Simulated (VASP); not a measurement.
Here is a VASP 6.6.1 calculation.

Contents of INCAR:

```
SYSTEM = Br
ALGO = Normal
EDIFF = 1E-6
EDIFFG = -0.01
ENCUT = 600
GGA = PE
IBRION = 2
ISIF = 3
ISMEAR = -1
LASPH = .TRUE.
LCHARG = .FALSE.
LREAL = .FALSE.
LWAVE = .FALSE.
NELM = 60
NSW = 80
PREC = Accurate
PSTRESS = 400.0
SIGMA = 0.02
```

File KPOINTS:

```
k-points
0
G
  16 16 9
  0 0 0
```

The input POSCAR:

```
Br
1.0
    3.3300000000      0.0000000000      0.0000000000
   -1.6650000000      2.8838645946      0.0000000000
    0.0000000000      0.0000000000      5.4378900000
Br
2
Direct
    0.3333333333      0.6666666667      0.2500000000
    0.6666666667      0.3333333333      0.7500000000
```

Potentials or basis: VASP PAW PBE potentials, release 64 (Br).

Run with:

```sh
$ cat potpaw_PBE.64/Br/POTCAR > POTCAR
$ mpirun -np 1 vasp_std > vasp.out
```

(1) Estimate the space group after relaxing (to 0.1 Å).

(2) What does it give for the relaxed volume?

Results:

(1) P6_3/mmc (No. 194).

(2) 17.05 Å³/atom.

Caveat: the cell is relaxed towards a set pressure, so the run minimises the enthalpy, not the energy; the volume moved by over 15 % at a fixed basis, so the end points are rough.
